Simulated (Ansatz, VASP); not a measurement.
**One calculation of Al2Ru, two programs**

```
Ru Al
1.0
     4.17893    0.00000    0.00000
    -2.08946    3.61906    0.00000
     0.00000    0.00000    2.76356
Ru Al
1 2
Direct
  0.00000 0.00000 0.00000
  0.33333 0.66667 0.50000
  0.66667 0.33333 0.50000
```

Alike in both runs: task relaxation of cell and atoms; functional PBEsol; k mesh 12 × 12 × 16; occupations gaussian, width 0.1 eV; no spin polarisation.

|  | VASP | Ansatz |
| --- | --- | --- |
| version | VASP 6.6.1 | Ansatz 0.2.0 |
| potentials or method | VASP PAW PBE potentials, release 64 (Ru_pv, Al), cutoff 600 eV | scalar-relativistic, plane waves, PAW |
| valence electrons in the cell | 20 | 22 |

VASP gave:

```
gap on the k mesh at the Fermi level, each at its own relaxed structure (eV) : none
relaxed volume (Å³/atom)                                                     : 13.96
relaxed cell length with the largest relative difference (Å)                 : 4.186
```

Task: Estimate Ansatz's values.

Result: gap on the k mesh at the Fermi level, each at its own relaxed structure (eV): none; relaxed volume (Å³/atom): 13.95; relaxed cell length with the largest relative difference (Å): 4.185.

VASP's potentials were made for PBE, not for PBEsol. A gap of «none» marks a metal or a gap that the smearing closes. VASP's potentials hold 20 valence electrons a cell and Ansatz's 22, so a difference there can come from the potentials and not from the codes.
